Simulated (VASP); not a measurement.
# MgO (P6_3mc) in VASP: further runs

The runs below take MgO through single point, with PBE.

Everything below comes from runs of VASP 6.6.1. Logs are shortened: lines on timing, memory, paths and dates and some standing lists are left out, and cuts for length are marked.

## 1. The cell of the first run

The structure is hexagonal, space group P6_3mc (No. 186). The conventional cell has a = 3.245 Å, b = 3.245 Å, c = 5.347 Å, α = 90.00°, β = 90.00°, γ = 120.00°. Mg (site symmetry 3m) has 4 O at 1.95 to 2.15 Å within 2.6 Å. Within 2.6 Å of O (site symmetry 3m) lie 4 Mg at 1.95 to 2.15 Å.

## 2. Single point, PBE (c/a of the conventional cell at fixed volume 1.6478)

Input file INCAR:

```
PREC = Accurate ; ENCUT = 520
EDIFF = 1E-6 ; ISMEAR = 0
SIGMA = 0.05 ; LREAL = F
LASPH = T ; NELM = 60
ALGO = Normal ; ISIF = 2
LWAVE = F ; LCHARG = F
GGA = PE ; NBANDS = 16
```

Input file KPOINTS:

```
regular mesh
0
Gamma
  9 9 6
```

Input file POSCAR:

```
MgO
1.0
    3.2447370978      0.0000000000      0.0000000000
   -1.6223685489      2.8100247553      0.0000000000
    0.0000000000      0.0000000000      5.3466777897
Mg O
2 2
Direct
    0.3333333333      0.6666666667     -0.0034438731
    0.6666666667      0.3333333333      0.4965561269
    0.3333333333      0.6666666667      0.3982811987
    0.6666666667      0.3333333333      0.8982811987
```

Potentials or basis: VASP PAW PBE potentials, release 64 (Mg, O).

Started as:

```bash
$ cat potpaw_PBE.64/Mg/POTCAR potpaw_PBE.64/O/POTCAR > POTCAR
$ mpirun -np 1 vasp_std > vasp.out
```

OUTCAR:

```text
PREC = Accurate
   ENCUT = 520
   EDIFF = 1E-6
   ISMEAR = 0
   LREAL = F
   LASPH = T
   NELM = 60
   ISIF = 2
   GGA = PE

 ion  position               nearest neighbor table
   1  0.333  0.667  0.997-   4 1.95   4 1.95   4 1.95   3 2.15   2 3.26   2 3.26   2 3.26   2 3.26
                             2 3.26   2 3.26
   2  0.667  0.333  0.497-   3 1.95   3 1.95   3 1.95   4 2.15   1 3.26   1 3.26   1 3.26   1 3.26
                             1 3.26   1 3.26
   3  0.333  0.667  0.398-   2 1.95   2 1.95   2 1.95   1 2.15
   4  0.667  0.333  0.898-   1 1.95   1 1.95   1 1.95   2 2.15

  LATTYP: Found a hexagonal cell.
 ALAT       =     3.2447370978
 C/A-ratio  =     1.6478000000

  Lattice vectors:

 A1 = (   3.2447370978,   0.0000000000,   0.0000000000)
 A2 = (  -1.6223685489,   2.8100247553,   0.0000000000)
 A3 = (   0.0000000000,   0.0000000000,   5.3466777897)

Analysis of symmetry for initial positions (statically):
=====================================================================
 Subroutine PRICEL returns:
 Original cell was already a primitive cell.

 Routine SETGRP: Setting up the symmetry group for a
 hexagonal supercell.

 Subroutine GETGRP returns: Found 12 space group operations
 (whereof  6 operations were pure point group operations)
 out of a pool of 24 trial point group operations.

The static configuration has the point symmetry C_3v.
 The point group associated with its full space group is C_6v.

Analysis of symmetry for dynamics (positions and initial velocities):
=====================================================================
 Subroutine PRICEL returns:
 Original cell was already a primitive cell.

 Routine SETGRP: Setting up the symmetry group for a
 hexagonal supercell.

 Subroutine GETGRP returns: Found 12 space group operations
 (whereof  6 operations were pure point group operations)
 out of a pool of 24 trial point group operations.

The dynamic configuration has the point symmetry C_3v.
 The point group associated with its full space group is C_6v.

 Subroutine INISYM returns: Found 12 space group operations
 (whereof  6 operations are pure point group operations),
 and found     1 'primitive' translations

----------------------------------------------------------------------------------------

                                     Primitive cell

[... 94 lines left out ...]
   EDIFF  = 0.1E-05   stopping-criterion for ELM
   LREAL  =      F    real-space projection
   EDIFFG = 0.1E-04   stopping-criterion for IOM
   NSW    =      0    number of steps for IOM
   IBRION =     -1    ionic relax: 0-MD 1-quasi-New 2-CG
   NFREE  =      0    steps in history (QN), initial steepest desc. (CG)
   ISIF   =      2    stress and relaxation
   ISYM   =      2    0-nonsym 1-usesym 2-fastsym
   POTIM  = 0.5000    time-step for ionic-motion
   TEBEG  =    0.0;   TEEND  =   0.0 temperature during run
   PSTRESS=    0.0 pullay stress
   NELECT =      16.0000    total number of electrons
   NUPDOWN=      -1.0000    fix difference up-down
   EMIN   =  10.00;   EMAX   =-10.00  energy-range for DOS
   EFERMI =   0.00;   METHOD = LEGACY
   ISMEAR =     0;   SIGMA  =   0.05  broadening in eV -4-tet -1-fermi 0-gaus
   EFERMI_NEDOS =   21; number of points for ismear=-14 and -15
   IALGO  =     38    algorithm
   IMIX   =      4    mixing-type and parameters
     AMIX     =   0.40;   BMIX     =  1.00
     AMIX_MAG =   1.60;   BMIX_MAG =  1.00
  volume/ion in A,a.u.               =      12.19        82.25
  Fermi-wavevector in a.u.,A,eV,Ry     =   1.129250  2.133974 17.350238  1.275207
  Thomas-Fermi vector in A             =   2.265943
   LORBIT       =      0    0 simple, 1 ext, 2 COOP (PROOUT), +10 PAW based schemes
   GGA     = PE    functional components
   LHFCALC =     F    Hartree Fock is set to
   AEXX    =    0.0000 exact exchange contribution
   IVDW    =     0    specifies the selected vdW correction
   LEPSILON=     F    determine dielectric tensor
   LRPA    =     F    only Hartree local field effects (RPA)
 non-spin polarized calculation
 Gauss-broadening in eV      SIGMA  =   0.05
  energy-cutoff  :      520.00
  volume of cell :       48.75
 maximum number of plane-waves:      1338
   NGX = 13   NGY = 13   NGZ = 19

 number of electron      16.0000008 magnetization

 Free energy of the ion-electron system (eV)
  ---------------------------------------------------
  ext. energy  EPLUGINS =         0.00000000
  ---------------------------------------------------
  free energy    TOTEN  =       -23.39708028 eV

  energy without entropy =      -23.39708028  energy(sigma->0) =      -23.39708028

 E-fermi :   1.0997     XC(G=0):  -9.5977

 val. band max:        0.8216979908   @ k =   0.0000   0.0000   0.0000
 cond. band min:       4.2433001064   @ k =   0.0000   0.0000   0.0000
 fundamental gap:      3.4216021156
 Fermi energy:         1.0997129963

 k-point     1 :       0.0000    0.0000    0.0000
  band No.  band energies     occupation
      1     -15.2066      2.00000
      2     -14.5888      2.00000
      3      -2.3262      2.00000
      4       0.3460      2.00000
      5       0.3460      2.00000
      6       0.5647      2.00000
[... 433 lines left out ...]
      3      -1.5931      2.00000
      4      -1.1353      2.00000
      5      -1.1353      2.00000
      6      -0.6092      2.00000
[... 8 lines left out ...]
     15      14.1440      0.00000
     16      18.3757      0.00000

 [... further k-points ...]

------------------------ aborting loop because EDIFF is reached ----------------------------------------

  FORCE on cell =-STRESS in cart. coord.  units (eV):
  Direction    XX          YY          ZZ          XY          YZ          ZX
  --------------------------------------------------------------------------------------
  -------------------------------------------------------------------------------------
  Total        1.9353305      1.9353305     -2.5020451      0.0000000      0.0000000     -0.0000000
  in kB       63.6051171     63.6051171    -82.2303327      0.0000000      0.0000000     -0.0000000
  external PRESSURE =      14.9933005 kB  Pullay stress =       0.0000000 kB

 VOLUME and BASIS-vectors are now :
 -----------------------------------------------------------------------------
  energy-cutoff  :      520.00
  volume of cell :       48.75
      direct lattice vectors                 reciprocal lattice vectors
     3.244737098  0.000000000  0.000000000     0.308191379  0.177934376  0.000000000
    -1.622368549  2.810024755  0.000000000     0.000000000  0.355868751  0.000000000
     0.000000000  0.000000000  5.346677790     0.000000000  0.000000000  0.187032030

 POSITION                                       TOTAL-FORCE (eV/Angst)
 -----------------------------------------------------------------------------------
     -0.00000      1.87335      5.32826        -0.000000      0.000000      0.668790
      1.62237      0.93667      2.65493        -0.000000     -0.000000      0.668790
     -0.00000      1.87335      2.12948        -0.000000      0.000000     -0.668790
      1.62237      0.93667      4.80282         0.000000     -0.000000     -0.668790
 -----------------------------------------------------------------------------------
    total drift:                               -0.000000      0.000000     -0.001332

  FREE ENERGIE OF THE ION-ELECTRON SYSTEM (eV)
  ---------------------------------------------------
  free  energy   TOTEN  =       -23.3970802762 eV

  energy  without entropy=      -23.3970802762  energy(sigma->0) =      -23.39708028
```

Run time: 19 s. Hardware: 1 thread of Intel Xeon 6975P-C (Granite Rapids), shared host; peak memory 0.17 GiB.

Results:

* Free energy: -23.3971 eV
* Pressure: 1.5 GPa
* Largest force: 0.669 eV/Å
* Band gap on the k mesh: 3.42 eV, direct

Forces on the atoms (eV/Å):
```
Mg   0.000  0.000  0.669
Mg   0.000  0.000  0.669
O    0.000  0.000 -0.669
O    0.000  0.000 -0.669
```

## 3. Single point, PBE (c/a of the conventional cell at fixed volume 1.8538)

Input file INCAR:

```
SYSTEM = MgO
  PREC = Accurate
  ENCUT = 520
  EDIFF = 1E-7
  ISMEAR = 0
  SIGMA = 0.05
  LREAL = .False.
  LASPH = .True.
  NELM = 80
  ALGO = Normal
  ISIF = 2
  LWAVE = .False.
  LCHARG = .True.
  GGA = PE
  LELF = .True.
  LVHAR = .True.
  NBANDS = 16
```

Input file KPOINTS:

```
Automatic mesh
0
Gamma
  9 9 6
  0 0 0
```

Input file POSCAR:

```
MgO
1.0
    3.1197997655      0.0000000000      0.0000000000
   -1.5598998828      2.7018258517      0.0000000000
    0.0000000000      0.0000000000      5.7834848054
Mg O
2 2
Direct
    0.3333333333      0.6666666667     -0.0229692219
    0.6666666667      0.3333333333      0.4770307781
    0.3333333333      0.6666666667      0.3982811987
    0.6666666667      0.3333333333      0.8982811987
```

Potentials or basis: VASP PAW PBE potentials, release 64 (Mg, O).

Started as:

```bash
$ cat potpaw_PBE.64/Mg/POTCAR potpaw_PBE.64/O/POTCAR > POTCAR
$ mpirun -np 1 vasp_std > vasp.out
```

Wall time 26 s (1 thread of Intel Xeon 6975P-C (Granite Rapids), shared host); peak memory 0.18 GiB.

The run converged. Its results:

| Property | Result |
| --- | --- |
| Free energy | -22.5786 eV |
| Pressure | 12.7 GPa |
| Largest force | 1.146 eV/Å |
| Band gap on the k mesh | 3.45 eV, indirect (least direct gap 3.46 eV) |

Forces in eV/Å, atoms in the order of the input:
```
Mg   0.000  0.000  1.146
Mg   0.000  0.000  1.146
O    0.000  0.000 -1.146
O    0.000  0.000 -1.146
```

Stress tensor (GPa, compression positive):
```
 24.66   0.00   0.00
  0.00  24.66   0.00
  0.00   0.00 -11.30
```

Levels at points of the mesh, in eV from the valence-band top:
| k point | band 4 | band 5 | band 6 | band 7 | band 8 | band 9 | band 10 | band 11 | band 12 | band 13 |
| --- | --- | --- | --- | --- | --- | --- | --- | --- | --- | --- |
| (0.00, 0.00, 0.00) | -0.22 | -0.22 | -0.10 | -0.10 | -0.01 | 3.45 | 9.03 | 9.25 | 14.61 | 16.34 |
| (0.00, 0.00, 0.50) | -1.85 | -0.16 | -0.16 | -0.16 | -0.16 | 5.90 | 5.90 | 12.20 | 12.20 | 16.75 |

Caveat: forces of over 1 eV/Å act on the atoms, so gaps and moduli don't describe the material at rest.

## 4. Single point, PBE (c/a of the conventional cell at fixed volume 1.6478)

Input file INCAR:

```
SYSTEM = MgO
PREC = Accurate
ENCUT = 520
EDIFF = 1E-7
ISMEAR = 0
SIGMA = 0.05
LREAL = .FALSE.
LASPH = .TRUE.
NELM = 80
ALGO = Normal
ISIF = 2
LWAVE = .FALSE.
LCHARG = .TRUE.
GGA = PE
LELF = .TRUE.
LVHAR = .TRUE.
NBANDS = 16
```

Input file KPOINTS:

```
Automatic mesh
0
G
  9 9 6
  0 0 0
```

Input file POSCAR:

```
MgO
1.0
    3.2447370978      0.0000000000      0.0000000000
   -1.6223685489      2.8100247553      0.0000000000
    0.0000000000      0.0000000000      5.3466777897
Mg O
2 2
Direct
    0.3333333333      0.6666666667      0.0356068245
    0.6666666667      0.3333333333      0.5356068245
    0.3333333333      0.6666666667      0.3982811987
    0.6666666667      0.3333333333      0.8982811987
```

Started as:

```bash
$ cat potpaw_PBE.64/Mg/POTCAR potpaw_PBE.64/O/POTCAR > POTCAR
$ mpirun -np 1 vasp_std > vasp.out
```

It took 21 s on 1 thread of Intel Xeon 6975P-C (Granite Rapids), shared host; peak memory 0.17 GiB.

It converged, with:

| Item | Value |
| --- | --- |
| Free energy | -23.4514 eV |
| Pressure | 0.3 GPa |
| Largest force | 0.676 eV/Å |
| Band gap on the k mesh | 3.51 eV, direct |

Forces on the atoms (eV/Å):
```
Mg   0.000  0.000 -0.676
Mg   0.000  0.000 -0.676
O    0.000  0.000  0.676
O    0.000  0.000  0.676
```

Stress tensor (GPa, compression positive):
```
0.10 0.00 0.00
0.00 0.10 0.00
0.00 0.00 0.74
```

Levels at points of the mesh, in eV from the valence-band top:
| k point | band 5 | band 6 | band 7 | band 8 | band 9 | band 10 | band 11 | band 12 |
| --- | --- | --- | --- | --- | --- | --- | --- | --- |
| (0.00, 0.00, 0.00) | -0.19 | -0.18 | 0.00 | 0.00 | 3.51 | 8.41 | 9.64 | 14.83 |
| (0.00, 0.00, 0.50) | -0.10 | -0.10 | -0.10 | -0.10 | 5.81 | 5.81 | 12.56 | 12.56 |
